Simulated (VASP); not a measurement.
Runs of VASP 6.6.1 on Rh. The structure is that of space group Fm-3m (No. 225), or close to it. The cells are those of the table. 

```csv
task,cell,k mesh,cutoff (eV),gap on the mesh (eV),pressure (GPa),moment (μB)
single point,"a = 2.634 Å, angles 60.0°, 1 atom",23 × 23 × 23,520,none,26.5,0.00
single point,"a = 2.672 Å, angles 60.0°, 1 atom",23 × 23 × 23,520,none,(a),0.00
single point,"a = 2.709 Å, angles 60.0°, 1 atom",14 × 14 × 14,520,none,0.0,0.00
single point,"a = 2.596 Å, angles 60.0°, 1 atom",23 × 23 × 23,520,none,45.6,0.00
relaxation of cell and atoms,"relaxed from a = 2.689 Å, angles 60.0°, 1 atom",14 × 14 × 14,600,none,-0.1,0.00
```

Alike in all rows: level PBE; potentials or basis VASP PAW PBE potentials, release 64 (Rh_pv); spin collinear, ferromagnetic start; smearing fermi-dirac 0.05 eV.

Question: Fill in the values left out.

Answer: (a) 11.6.

Caveats: the cell stands under pressure (at least some runs).

A k mesh can miss the band edges, and the runs leave out spin-orbit coupling on Rh.

A gap of «none» marks levels without a gap at the run's occupations.
